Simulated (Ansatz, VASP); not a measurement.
# BaTiO3: VASP beside Ansatz

POSCAR

```
BaTiO3
1.0
    4.0224694700     -2.8655095700     -2.8756596700
    0.0000000000      2.8655095700     -2.8756596700
    4.0224694700      2.8655095700      2.8756596700
Ba Ti O
2 2 6
Direct
    0.0000000000      0.0000000000      0.0000000000
    0.5000000000      0.0000000000      0.5000000000
    0.9915000000      0.4830000000      0.5085000000
    0.4915000000      0.4830000000      0.0085000000
    0.7555000000      0.5110000000      0.2445000000
    0.2555000000      0.5110000000      0.7445000000
    0.9977350000      0.0076700000      0.5022650000
    0.4977350000      0.0076700000      0.0022650000
    0.7538350000      0.4954700000      0.7461650000
    0.2538350000      0.4954700000      0.2461650000
```

File INCAR.step1:

```
SYSTEM = BaTiO3
PREC = Accurate
ENCUT = 520
ISMEAR = -1
SIGMA = 0.1
LREAL = .FALSE.
LASPH = .TRUE.
NELM = 150
LMAXMIX = 4
LDAU = .TRUE.
LDAUTYPE = 2
LDAUL = -1 2 -1
LDAUU = 0 3.72 0
LDAUJ = 0 0 0
NBANDS = 51
GGA = PE
ALGO = Normal
EDIFF = 1E-4
LWAVE = .TRUE.
LCHARG = .FALSE.
```

The input INCAR.step2:

```
SYSTEM = BaTiO3
PREC = Accurate
ENCUT = 520
EDIFF = 1E-6
ISMEAR = -1
SIGMA = 0.1
LREAL = .FALSE.
LASPH = .TRUE.
NELM = 150
ALGO = Normal
ISIF = 2
LWAVE = .FALSE.
LCHARG = .FALSE.
LMAXMIX = 4
LDAU = .TRUE.
LDAUTYPE = 2
LDAUL = -1 2 -1
LDAUU = 0 3.72 0
LDAUJ = 0 0 0
LDAUPRINT = 1
METAGGA = R2SCAN
LMIXTAU = .TRUE.
NBANDS = 51
ISTART = 1
```

File KPOINTS:

```
Automatic mesh
0
G
  5 6 5
  0 0 0
```

Input for Ansatz:

```yaml
crystal:
  lattice:
    - [-4.02246947, 2.86550957, 2.87565967]
    - [0.0, -2.86550957, 2.87565967]
    - [-4.02246947, -2.86550957, -2.87565967]
  atoms:
    - { symbol: Ba, position: [0.0, 0.0, 0.0] }
    - { symbol: Ba, position: [0.5, 0.0, 0.5] }
    - { symbol: Ti, position: [0.0085, 0.517, 0.4915] }
    - { symbol: Ti, position: [0.5085, 0.517, 0.9915] }
    - { symbol: O, position: [0.2445, 0.489, 0.7555] }
    - { symbol: O, position: [0.7445, 0.489, 0.2555] }
    - { symbol: O, position: [0.002265, 0.99233, 0.497735] }
    - { symbol: O, position: [0.502265, 0.99233, 0.997735] }
    - { symbol: O, position: [0.246165, 0.50453, 0.253835] }
    - { symbol: O, position: [0.746165, 0.50453, 0.753835] }
  symmetry: { tolerance: 0.0003 }
kpoints:
  mp_grid: { grid: [5, 6, 5], shift: [0, 0, 0] }
  band_path:
    path:
      - [0.0, 0.0, 0.0]
      - [-0.5, -0.5, 0.5]
      - [-0.50176172, -0.49823828, 0.50176172]
      - [-0.49823828, 0.49823828, 0.49823828]
      - [0.0, 0.0, 0.0]
      - [-0.5, 0.0, -0.5]
      - [-0.99823828, 0.49823828, -0.00176172]
      - [-1.00176172, -0.49823828, 0.00176172]
      - [-1.0, -0.5, 0.0]
      - [-0.5, -0.5, 0.5]
      - [0.0, 0.0, 0.0]
    npoints: 6
magnetization:
  spin_polarized: false
scf:
  occupations: { method: fermi_dirac }
  lower_state_search: "off"
  max_iter: 200
hamiltonian:
  pseudopotentials: { kind: paw }
  xc: r2scan
  hubbard: { projectors: atomic, sites: [{ species: Ti, l: d, u_eff: 3.72 }] }
basis:
  ecutwfc: 500
  fft_grid_basis: typed
output:
  forces: true
  stress: true
  eigenvalues: true
  populations: true
  elf: true
  write_potential: true
  volumetric_format: npy
  dos:
    e_range: [-12, 8]
    de: 0.05
    projected: { site_lists: { Ba: [Ba], O: [O], Ti: [Ti] } }
checkpoint:
  read: saved_state
```

Alike in both runs: task single point; functional r2SCAN; k mesh 5 × 6 × 5; no spin polarisation; Hubbard terms Ti d U = 3.72 eV.

```csv
,VASP,Ansatz
version,VASP 6.6.1,Ansatz 0.2.0
potentials or method,"VASP PAW PBE potentials, release 64 (Ba_sv, Ti_sv, O), cutoff 520 eV",PAW plane waves
occupations,"fermi-dirac, width 0.1 eV",fermi-dirac
valence electrons in the cell,80,80
```

```csv
,VASP,Ansatz,Ansatz less VASP
pressure (GPa),-1.0,-3.5,-2.51
rms of the force components (eV/Å),0.167,0.144,-0.0224
```

VASP's potentials were made for PBE, not for r2SCAN. The programs project onto different local orbitals, so the same U acts differently, and such runs can settle in different states.

Spin-orbit coupling is off throughout.
